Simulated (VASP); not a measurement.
A run of VASP 6.6.1:

Contents of INCAR:

```
PREC = Accurate
ENCUT = 520
EDIFF = 1E-6
ISMEAR = 0
SIGMA = 0.15
LREAL = False
LASPH = True
NELM = 60
ALGO = Fast
ISIF = 2
LWAVE = False
LCHARG = False
GGA = PE
NBANDS = 19
```

The input KPOINTS:

```
Automatic mesh
0
Gamma
  18 18 8
```

POSCAR

```
Cd
1.0
    3.0086612332      0.0000000000      0.0000000000
   -1.5043306166      2.6055770593      0.0000000000
    0.0000000000      0.0000000000      5.6176500000
Cd
2
Direct
    0.3333333333      0.6666666667      0.2500000000
    0.6666666667      0.3333333333      0.7500000000
```

Potentials or basis: VASP PAW PBE potentials, release 64 (Cd).

Run with:

```sh
$ cat potpaw_PBE.64/Cd/POTCAR > POTCAR
$ mpirun -np 1 vasp_std > vasp.out
```

Hardware: 1 thread of Intel(R) Xeon(R) 6975P-C (Granite Rapids), with other jobs on the host.

Q: How long does it take, and how much memory?

A: Wall time 36 s on 1 thread of Intel(R) Xeon(R) 6975P-C (Granite Rapids), on a shared host, peak memory 0.25 GiB. Counts: scf iterations 12, k points 185.
